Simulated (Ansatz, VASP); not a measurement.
## Mn in VASP and in Ansatz

```
CELL_PARAMETERS angstrom
-1.37863 1.37863 1.37863
1.37863 -1.37863 1.37863
1.37863 1.37863 -1.37863
ATOMIC_POSITIONS crystal
Mn 0.00000 0.00000 0.00000
```

Alike in both runs: task single point; functional PBE; k mesh 18 × 18 × 18; occupations fermi-dirac, width 0.05 eV; collinear spin.

```csv
,VASP,Ansatz
version,VASP 6.6.1,Ansatz 0.2.0
potentials or method,"VASP PAW PBE potentials, release 64 (Mn_pv), cutoff 520 eV","plane waves (420 eV) with PAW, scalar-relativistic"
valence electrons in the cell,13,15
```

Ansatz gave:

* pressure (GPa): 10.8
* net moment per atom (μB): 0.66
* size of the moment on the site where the two differ most (μB): 0.65

Estimate VASP's values.

pressure (GPa): 10.8; net moment per atom (μB): 0.68; size of the moment on the site where the two differ most (μB): 0.67.

Site moments also hang on the region over which each program counts them. VASP's potentials hold 13 valence electrons a cell and Ansatz's 15, so a difference there can come from the potentials and not from the codes.
